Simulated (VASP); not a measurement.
A run of VASP 6.6.1 is set up as follows.

File INCAR:

```
  PREC = Accurate
  ENCUT = 600
  EDIFF = 1E-6
  ISMEAR = -1
  SIGMA = 0.05
  LREAL = F
  LASPH = T
  NELM = 60
  ALGO = Normal
  ISIF = 3
  LWAVE = F
  LCHARG = F
  GGA = PS
  IBRION = 2
  NSW = 80
  EDIFFG = -0.02
  PSTRESS = 50.0
```

Contents of KPOINTS:

```
Automatic mesh
0
Gamma
  10 10 6
```

File POSCAR:

```
AlN
1.0
    3.1130000000      0.0000000000      0.0000000000
   -1.5565000000      2.6959370820      0.0000000000
    0.0000000000      0.0000000000      4.9810000000
Al N
2 2
Direct
    0.6666666667      0.3333333333      0.5000000000
    0.3333333333      0.6666666667      0.0000000000
    0.6666666667      0.3333333333      0.8800000000
    0.3333333333      0.6666666667      0.3800000000
```

Potentials or basis: VASP PAW PBE potentials, release 64 (Al, N).

Launch:

```sh
$ cat potpaw_PBE.64/Al/POTCAR potpaw_PBE.64/N/POTCAR > POTCAR
$ mpirun -np 1 vasp_std > vasp.out
```

Task: Estimate the relaxed volume.

Result: 10.21 Å³/atom.

Task: Predict the band gap on the k mesh.

Result: 4.33 eV, direct.

Task: Predict the space group after relaxing (to 0.05 Å).

Result: P6_3mc (No. 186).

Task: Estimate the relaxed cell.

Result: a = 3.088 Å, b = 3.088 Å, c = 4.944 Å, α = 90.00°, β = 90.00°, γ = 120.00°.

The path:
```csv
step,energy change (eV),largest force (eV/Å),pressure (GPa),volume (Å³)
1,0.0000,0.1321,0.04,41.80
2,0.0617,0.0856,10.61,39.88
3,0.0136,0.0320,4.99,40.85
4,0.0142,0.0302,5.09,40.83
5,0.0141,0.0164,5.09,40.82
```

Caveat: the cell is relaxed towards a set pressure, so the enthalpy falls and the energy may rise; the PAW data sets were made with another functional, which shifts forces and pressure a little. A k mesh can miss the band edges.
